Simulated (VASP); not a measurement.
A run of VASP 6.6.1 is set up as follows.

Contents of POSCAR:

```
HfN
1.0
    0.0000000000      2.0280599346      2.0280599346
    2.0280599346      0.0000000000      2.0280599346
    2.0280599346      2.0280599346      0.0000000000
Hf N
1 1
Direct
    0.0000000000      0.0000000000      0.0000000000
    0.5000000000      0.5000000000      0.5000000000
```

File INCAR.step1:

```
PREC     = Accurate       # precision mode
ENCUT    = 520            # plane-wave cutoff, eV
ISMEAR   = -1             # smearing method
SIGMA    = 0.1            # smearing width, eV
LREAL    = F              # projectors in reciprocal space
LASPH    = T              # aspherical terms in the spheres
NELM     = 60             # most SCF steps
NBANDS   = 14             # bands
GGA      = PE             # functional
ALGO     = Normal         # electronic algorithm
EDIFF    = 1E-4           # SCF threshold, eV
LWAVE    = T              # write WAVECAR
LCHARG   = F              # write CHGCAR
```

INCAR.step2

```
PREC     = Accurate       # precision mode
ENCUT    = 520            # plane-wave cutoff, eV
EDIFF    = 1E-6           # SCF threshold, eV
ISMEAR   = -1             # smearing method
SIGMA    = 0.1            # smearing width, eV
LREAL    = F              # projectors in reciprocal space
LASPH    = T              # aspherical terms in the spheres
NELM     = 60             # most SCF steps
ALGO     = Normal         # electronic algorithm
ISIF     = 2              # what is computed and relaxed
LWAVE    = F              # write WAVECAR
LCHARG   = F              # write CHGCAR
METAGGA  = R2SCAN         # meta-GGA
LMIXTAU  = T            
NBANDS   = 14             # bands
ISTART   = 1
```

Contents of KPOINTS:

```
regular mesh
0
Gamma
  15 15 15
```

Potentials or basis: VASP PAW PBE potentials, release 64 (Hf_pv, N).

The run is started by

```console
$ cat potpaw_PBE.64/Hf_pv/POTCAR potpaw_PBE.64/N/POTCAR > POTCAR
$ cp INCAR.step1 INCAR
$ mpirun -np 1 vasp_std > vasp.out
$ cp INCAR.step2 INCAR
$ mpirun -np 1 vasp_std > vasp.out
```

Q: Predict the pressure.

A: 182.9 GPa.

Q: What does it give for the band gap on the k mesh?

A: Zero (an odd number of electrons rules out a gap without spin polarisation).

Caveat: the cell stands under pressure; the PAW data sets were made with another functional, which shifts forces and pressure a little; spin-orbit coupling is left out, which moves the levels of the heavy elements.
